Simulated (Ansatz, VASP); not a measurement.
**Two plane-wave programs on HfN**

```xyz
2
Lattice="0.0000 2.2559 2.2559 2.2559 0.0000 2.2559 2.2559 2.2559 0.0000" Properties=species:S:1:pos:R:3 pbc="T T T"
Hf    0.0000    0.0000    0.0000
N     2.2559    2.2559    2.2559
```

Alike in both runs: task single point; functional PBEsol; k mesh 8 × 8 × 8; occupations gaussian, width 0.1 eV; no spin polarisation.

|  | VASP | Ansatz |
| --- | --- | --- |
| version | VASP 6.6.1 | Ansatz 0.2.0 |
| potentials or method | VASP PAW PBE potentials, release 64 (Hf_pv, N), cutoff 520 eV | scalar-relativistic, plane waves, PAW |
| valence electrons in the cell | 15 | 31 |

```csv
,VASP,Ansatz,Ansatz less VASP
gap on the k mesh at the Fermi level (eV),none,none,-
pressure (GPa),-3.8,-1.6,+2.22
```

VASP's potentials were made for PBE, not for PBEsol, and Ansatz warns of the same on its side. A gap of «none» marks a metal or a gap that the smearing closes. VASP's potentials hold 15 valence electrons a cell and Ansatz's 31, so a difference there can come from the potentials and not from the codes.

Spin-orbit coupling is off throughout.
